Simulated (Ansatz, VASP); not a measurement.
# TiBeB in VASP and in Ansatz

```
CELL_PARAMETERS angstrom
3.27824 0.00000 0.00000
-1.63912 2.83904 0.00000
0.00000 0.00000 3.14291
ATOMIC_POSITIONS crystal
Ti 0.33333 0.66667 0.00000
Be 0.66667 0.33333 0.50000
B 0.00000 0.00000 0.50000
```

Alike in both runs: task relaxation of cell and atoms; functional LDA; k mesh 11 × 11 × 10; occupations fermi-dirac, width 0.05 eV; no spin polarisation.

|  | VASP | Ansatz |
| --- | --- | --- |
| version | VASP 6.6.1 | Ansatz 0.2.0 |
| potentials or method | VASP PAW LDA potentials, release 64 (Ti_sv, Be, B), cutoff 600 eV | plane waves, PAW |
| valence electrons in the cell | 17 | 17 |

|  | VASP | Ansatz | Ansatz less VASP |
| --- | --- | --- | --- |
| relaxed volume (Å³/atom) | 9.31 | 9.28 | -0.031 |
| relaxed cell length with the largest relative difference (Å) | 3.235 | 3.231 | -0.0038 |

LDA's correlation is that of Perdew and Zunger in VASP and of Perdew and Wang (1992) in Ansatz.
